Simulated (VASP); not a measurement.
Input of a VASP 6.6.1 run:

File INCAR:

```
SYSTEM = NbPdSe3
  ALGO = Normal
  EDIFF = 1E-7
  ENCUT = 520
  GGA = PE
  ISIF = 2
  ISMEAR = 0
  ISPIN = 2
  LASPH = .True.
  LCHARG = .False.
  LMAXMIX = 4
  LORBIT = 11
  LREAL = .False.
  LWAVE = .False.
  MAGMOM = 0 1 0 0 0
  NBANDS = 32
  NELM = 150
  PREC = Accurate
  SIGMA = 0.1
```

Contents of KPOINTS:

```
k-points
0
Gamma
  4 4 4
  0 0 0
```

Contents of POSCAR:

```
NbPdSe3
1.0
    4.9071135000      0.0000000000      0.0000000000
    0.0000000000      4.9071135000      0.0000000000
    0.0000000000      0.0000000000      4.9055315800
Nb Pd Se
1 1 3
Direct
    0.0000000000      0.0000000000      0.5142551100
    0.5000000000      0.5000000000      0.0063817900
    0.0000000000      0.5000000000      0.5135070100
    0.0000000000      0.0000000000      0.0140400500
    0.5000000000      0.0000000000      0.5135070100
```

Potentials or basis: VASP PAW PBE potentials, release 64 (Nb_sv, Pd, Se).

The run is started by

```console
$ cat potpaw_PBE.64/Nb_sv/POTCAR potpaw_PBE.64/Pd/POTCAR potpaw_PBE.64/Se/POTCAR > POTCAR
$ mpirun -np 1 vasp_std > vasp.out
```

Problem. Predict the largest force.

Solution. 0.062 eV/Å.

Problem. Predict the net moment.

Solution. 0.74 μB per cell.

Problem. Predict the pressure.

Solution. 5.0 GPa.

Forces in eV/Å, atoms in the order of the input:
```
Nb   0.000  0.000 -0.016
Pd   0.000  0.000 -0.062
Se   0.000  0.000  0.034
Se   0.000  0.000  0.011
Se   0.000  0.000  0.034
```

Caveat: the cell stands under pressure.
